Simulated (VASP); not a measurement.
Input of a VASP 6.6.1 run:

Contents of INCAR:

```
PREC = Accurate
ENCUT = 520
EDIFF = 1E-6
ISMEAR = -1
SIGMA = 0.02
LREAL = Auto
LASPH = T
NELM = 100
ALGO = Normal
ISIF = 2
LWAVE = F
LCHARG = F
GGA = PE
NBANDS = 48
```

The input KPOINTS:

```
Automatic mesh
0
Gamma
  2 2 2
```

File POSCAR:

```
Si
1.0
    0.0000000000      5.4300000000      5.4300000000
    5.4300000000      0.0000000000      5.4300000000
    5.4300000000      5.4300000000      0.0000000000
Si
17
Direct
    0.0560405157     -0.0551749540     -0.0000736648
    0.1365653775      0.0635635359      0.1571915285
   -0.0181215470      0.0137937385      0.4998342541
    0.1164272560      0.1521362799      0.5960773481
   -0.0054327808      0.4743830571      0.0140699816
    0.1559023941      0.5273388582      0.1863627993
   -0.0745764273      0.5364364641      0.5823664825
    0.1095395948      0.6479558011      0.6430570902
    0.4940976059      0.0225138122     -0.0044106814
    0.6908655617      0.1241068140      0.0526151013
    0.4858839779      0.0687569061      0.4464180479
    0.5999171271      0.1855340700      0.6334530387
    0.5293001842      0.4926151013     -0.0037384899
    0.6384069982      0.6343001842      0.1021639042
    0.4923204420      0.5238489871      0.4895027624
    0.5568876611      0.6792633517      0.6420626151
    0.8387569061      0.7370073665      0.2802854512
```

Potentials or basis: VASP PAW PBE potentials, release 64 (Si).

Command:

```sh
$ cat potpaw_PBE.64/Si/POTCAR > POTCAR
$ mpirun -np 1 vasp_std > vasp.out
```

Predict the pressure.

5.1 GPa.

Estimate the band gap on the k mesh.

zero (bands 34 and 35 overlap by 0.39 eV).

Estimate the largest force.

3.830 eV/Å.

Stress tensor (GPa, compression positive):
```
 3.84 -0.17 -0.60
-0.17  6.32  1.01
-0.60  1.01  5.01
```

Caveat: the k points lie up to 0.50 Å⁻¹ apart.
